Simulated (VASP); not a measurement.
# Ta4O (P4/mmm) in VASP: notebook, part 2 of 2

VASP 6.6.1.

## Step 4: Single point, PBEsol (strain +0.0500 x Voigt [0, 0, 1, 0, 0, 0])

The input, INCAR:

```
SYSTEM = Ta4O
ALGO = Normal ; EDIFF = 1E-6
ENCUT = 520 ; GGA = PS
ISIF = 2 ; ISMEAR = 0
LASPH = .True. ; LCHARG = .False.
LREAL = .False. ; LWAVE = .False.
NBANDS = 33 ; NELM = 100
PREC = Accurate ; SIGMA = 0.15
```

The input, KPOINTS:

```
k-points
0
Gamma
  14 14 8
  0 0 0
```

The input, POSCAR:

```
Ta4O
1.0
    3.2109380109      0.0000000000      0.0000000000
    0.0000000000      3.2109380109      0.0000000000
    0.0000000000      0.0000000000      7.7090825455
Ta O
4 1
Direct
    0.0000000000      0.0000000000      0.5000000000
    0.5000000000      0.5000000000      0.7827832025
    0.5000000000      0.5000000000      0.2172167975
    0.0000000000      0.0000000000      0.0000000000
    0.5000000000      0.5000000000      0.5000000000
```

Potentials or basis: VASP PAW PBE potentials, release 64 (Ta_pv, O).

The run is started by

```bash
$ cat potpaw_PBE.64/Ta_pv/POTCAR potpaw_PBE.64/O/POTCAR > POTCAR
$ mpirun -np 1 vasp_std > vasp.out
```

OUTCAR:

```text
SYSTEM = Ta4O
   EDIFF = 1E-6
   ENCUT = 520
   GGA = PS
   ISIF = 2
   ISMEAR = 0
   LASPH = .True.
   LREAL = .False.
   NELM = 100
   PREC = Accurate

 ion  position               nearest neighbor table
   1  0.000  0.000  0.500-   5 2.27   5 2.27   5 2.27   5 2.27   3 3.15   3 3.15   2 3.15   3 3.15
                             2 3.15   2 3.15   3 3.15   2 3.15
   2  0.500  0.500  0.783-   5 2.18   4 2.82   4 2.82   4 2.82   4 2.82   1 3.15   1 3.15   1 3.15
                             1 3.15   3 3.35
[... 1075 lines left out ...]
  -------------------------------------------------------------------------------------
  Total       -3.8158195     -3.8158195     -8.1623101      0.0000000     -0.0000000      0.0000000
  in kB      -76.9186868    -76.9186868   -164.5345604      0.0000000     -0.0000000      0.0000000
  external PRESSURE =    -106.1239780 kB  Pullay stress =       0.0000000 kB

 VOLUME and BASIS-vectors are now :
 -----------------------------------------------------------------------------
  energy-cutoff  :      520.00
  volume of cell :       79.48
      direct lattice vectors                 reciprocal lattice vectors
     3.210938011  0.000000000  0.000000000     0.311435474  0.000000000  0.000000000
     0.000000000  3.210938011  0.000000000     0.000000000  0.311435474  0.000000000
     0.000000000  0.000000000  7.709082546     0.000000000  0.000000000  0.129717122

 POSITION                                       TOTAL-FORCE (eV/Angst)
 -----------------------------------------------------------------------------------
      0.00000      0.00000      3.85454         0.000000      0.000000      0.000000
      1.60547      1.60547      6.03454         0.000000      0.000000     -0.361131
      1.60547      1.60547      1.67454         0.000000     -0.000000      0.361131
      0.00000      0.00000      0.00000         0.000000      0.000000      0.000000
      1.60547      1.60547      3.85454         0.000000      0.000000      0.000000
 -----------------------------------------------------------------------------------
    total drift:                                0.000000     -0.000000      0.000000

  FREE ENERGIE OF THE ION-ELECTRON SYSTEM (eV)
  ---------------------------------------------------
  free  energy   TOTEN  =       -58.3628349191 eV

  energy  without entropy=      -58.3312259510  energy(sigma->0) =      -58.34703044
```

stdout:

```text
POSCAR found type information on POSCAR TaO
 POSCAR found :  2 types and       5 ions
 scaLAPACK will be used
 -----------------------------------------------------------------------------
|                                                                             |
|                                                                             |
|     You enforced a specific xc type in the INCAR file but a different       |
|     I HOPE YOU KNOW WHAT YOU ARE DOING!                                     |
|                                                                             |
 -----------------------------------------------------------------------------

 LDA part: xc-table for (Slater+PW92), standard interpolation
 POSCAR, INCAR and KPOINTS ok, starting setup
 FFT: planning ... GRIDC
 FFT: planning ... GRID_SOFT
 FFT: planning ... GRID
 WAVECAR not read
 entering main loop
```

Wall time 7.4 min (1 thread of Intel Xeon Platinum 8375C at 2.90GHz (Ice Lake), shared host); peak memory 0.45 GiB.

What came out:

| Item | Value |
| --- | --- |
| Free energy | -58.3628 eV |
| Pressure | -10.6 GPa |
| Largest force | 0.361 eV/Å |
| Band gap on the k mesh | zero (bands 25 and 26 overlap by 0.93 eV) |

Forces on the atoms (eV/Å):
```
Ta   0.000  0.000  0.000
Ta   0.000  0.000 -0.361
Ta   0.000  0.000  0.361
Ta   0.000  0.000  0.000
O    0.000  0.000  0.000
```

Stress tensor (GPa, compression positive):
```
 -7.69   0.00   0.00
  0.00  -7.69   0.00
  0.00   0.00 -16.45
```

Levels at points of the mesh, in eV from the Fermi level:
| k point | band 21 | band 22 | band 23 | band 24 | band 25 | band 26 | band 27 | band 28 | band 29 | band 30 |
| --- | --- | --- | --- | --- | --- | --- | --- | --- | --- | --- |
| (0.00, 0.00, 0.00) | -2.74 | -1.65 | -0.44 | -0.44 | -0.31 | 0.81 | 0.95 | 1.11 | 1.11 | 1.73 |
| (0.50, 0.00, 0.00) | -1.27 | -1.23 | -0.76 | -0.69 | 0.12 | 0.98 | 1.01 | 1.07 | 1.52 | 1.70 |
| (0.50, 0.50, 0.00) | -2.20 | -1.60 | -1.60 | -0.72 | -0.72 | 1.98 | 2.02 | 2.82 | 2.82 | 3.40 |
| (0.00, 0.00, 0.50) | -3.56 | -0.85 | -0.37 | -0.37 | 0.28 | 0.54 | 0.54 | 0.98 | 1.44 | 1.46 |
| (0.50, 0.00, 0.50) | -1.67 | -0.95 | -0.84 | -0.71 | -0.19 | 0.90 | 1.21 | 1.22 | 1.63 | 2.07 |
| (0.50, 0.50, 0.50) | -2.94 | -2.00 | -2.00 | 0.13 | 0.13 | 1.86 | 1.86 | 1.95 | 2.79 | 3.40 |

Caveat: the cell differs from its parent crystal (strain +0.0500 x Voigt [0, 0, 1, 0, 0, 0]); the stress differs along the axes, from -16 to -8 GPa; the PAW data sets were made with another functional, which shifts forces and pressure a little; spin-orbit coupling is left out, which moves the levels of the heavy elements.

## Step 5: Single point, PBEsol (strain +0.0750 x Voigt [0, 0, 1, 0, 0, 0])

The input, INCAR:

```
SYSTEM = Ta4O
PREC = Accurate
ENCUT = 520
EDIFF = 1E-6
ISMEAR = 0
SIGMA = 0.15
LREAL = .FALSE.
LASPH = .TRUE.
NELM = 60
ALGO = Normal
ISIF = 2
LWAVE = .FALSE.
LCHARG = .FALSE.
GGA = PS
NBANDS = 33
```

The input, KPOINTS:

```
regular mesh
0
G
  14 14 8
  0 0 0
```

POSCAR: that of step 4 with these lines changed.

```diff
@@ -4,3 +4,3 @@
     0.0000000000      3.2109380109      0.0000000000
-    0.0000000000      0.0000000000      7.7090825455
+    0.0000000000      0.0000000000      7.8926321300
 Ta O
```

The run is started by

```bash
$ cat potpaw_PBE.64/Ta_pv/POTCAR potpaw_PBE.64/O/POTCAR > POTCAR
$ mpirun -np 1 vasp_std > vasp.out
```

Wall time 11 min (1 thread of AMD EPYC 7R43 (Zen 3), shared host); peak memory 0.42 GiB.

It converged, with:

- Free energy: -58.1371 eV
- Pressure: -14.7 GPa
- Largest force: 0.444 eV/Å
- Band gap on the k mesh: zero (bands 25 and 26 overlap by 0.83 eV)

Forces on the atoms (eV/Å):
```
Ta   0.000  0.000  0.000
Ta   0.000  0.000 -0.444
Ta   0.000  0.000  0.444
Ta   0.000  0.000  0.000
O    0.000  0.000  0.000
```

Stress tensor (GPa, compression positive):
```
-11.25   0.00   0.00
  0.00 -11.25   0.00
  0.00   0.00 -21.63
```

Levels at points of the mesh, in eV from the Fermi level:
```
           k point  band 23  band 24  band 25  band 26  band 27  band 28
(0.00, 0.00, 0.00)    -0.47    -0.39    -0.39     0.88     0.93     1.12
(0.50, 0.00, 0.00)    -0.69    -0.66     0.10     0.91     0.91     1.04
(0.50, 0.50, 0.00)    -1.61    -0.75    -0.75     1.81     2.04     2.78
(0.00, 0.00, 0.50)    -0.27    -0.27     0.23     0.50     0.50     1.05
(0.50, 0.00, 0.50)    -0.75    -0.73    -0.07     0.72     1.07     1.26
(0.50, 0.50, 0.50)    -2.07     0.12     0.12     1.81     1.81     1.99
```

Caveat: the cell differs from its parent crystal (strain +0.0750 x Voigt [0, 0, 1, 0, 0, 0]); the stress differs along the axes, from -22 to -11 GPa; the PAW data sets were made with another functional, which shifts forces and pressure a little; spin-orbit coupling is left out, which moves the levels of the heavy elements.

## Step 6: The runs side by side

| cell | gap on the mesh (eV) | pressure (GPa) | largest force (eV/Å) |
| --- | --- | --- | --- |
| a = 3.211, b = 3.211, c = 7.158 Å, 5 atoms | none | 7.9 | 0.45 |
| a = 3.211, b = 3.211, c = 7.526 Å, 5 atoms | none | -5.6 | 0.22 |
| a = 3.211, b = 3.211, c = 7.709 Å, 5 atoms | none | -10.6 | 0.36 |
| a = 3.211, b = 3.211, c = 7.893 Å, 5 atoms | none | -14.7 | 0.44 |

Alike in all rows: task single point; level PBEsol; potentials or basis VASP PAW PBE potentials, release 64 (Ta_pv, O); no spin polarisation; k mesh 14 × 14 × 8; cutoff (eV) 520; smearing gaussian 0.15 eV.

Caveats: the PAW data sets were made with another functional, which shifts forces and pressure a little; spin-orbit coupling is left out, which moves the levels of the heavy elements; the stress differs along the axes, from 5 to 14 GPa (at least some runs); the stress differs along the axes, from -9 to -4 GPa (at least some runs); the stress differs along the axes, from -16 to -8 GPa (at least some runs); the stress differs along the axes, from -22 to -11 GPa (at least some runs).

Absolute energies hang on the potentials; compare differences alone.
